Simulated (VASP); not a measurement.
The system is Y3Zr2F.

```
Y Zr F
1.0
    -2.68518    2.68518    4.90191
     2.68518   -2.68518    4.90191
     2.68518    2.68518   -4.90191
Y Zr F
3 2 1
Direct
  0.67825 0.67825 0.00000
  0.32175 0.32175 0.00000
  0.00000 0.00000 0.00000
  0.75000 0.25000 0.50000
  0.25000 0.75000 0.50000
  0.50000 0.50000 0.00000
```

| Property | Result |
| --- | --- |
| Program | VASP 6.6.1 |
| Task | relaxation of cell and atoms |
| Functional | PBE |
| Potentials or basis | VASP PAW PBE potentials, release 64 (Y_sv, Zr_sv, F) |
| Cutoff | 600 eV |
| k mesh | 4 × 4 × 4 |
| Occupations | gaussian, width 0.1 eV |
| Spin | no spin polarisation |

At the start: pressure 25.2 GPa; volume 23.56 Å³/atom.

How do energy, volume and symmetry change on relaxing?

Over 12 steps the energy falls by 647.4 meV/atom and the volume is 31.12 Å³/atom (+32.1 %); space group I4/mmm (No. 139, to 0.05 Å).

The path:
```csv
step,energy change (eV),largest force (eV/Å),pressure (GPa),volume (Å³)
1,0.0000,8.9899,25.24,141.38
2,-0.2920,1.8779,-4.53,228.15
3,-3.1594,2.2606,2.81,173.15
4,-3.2140,2.1146,3.61,170.49
5,-3.2537,1.7273,5.36,165.47
6,-3.8192,0.9180,-0.76,188.85
7,-3.8200,0.8898,-0.94,189.78
8,-3.8657,0.0325,0.28,186.36
9,-3.8675,0.1888,0.06,186.90
10,-3.8767,0.1241,0.08,186.85
11,-3.8838,0.0418,0.15,186.69
12,-3.8846,0.0076,0.14,186.73
```

Final structure:
```
Y Zr F
1.0
    -2.90234    2.90234    5.54199
     2.90234   -2.90234    5.54199
     2.90234    2.90234   -5.54199
Y Zr F
3 2 1
Direct
  0.68749 0.68749 0.00000
  0.31251 0.31251 0.00000
  0.00000 0.00000 0.00000
  0.75000 0.25000 0.50000
  0.25000 0.75000 0.50000
  0.50000 0.50000 0.00000
```

Caveat: the k points lie up to 0.38 Å⁻¹ apart in the final cell; the volume moved by over 15 % at a fixed basis, so the end points are rough.
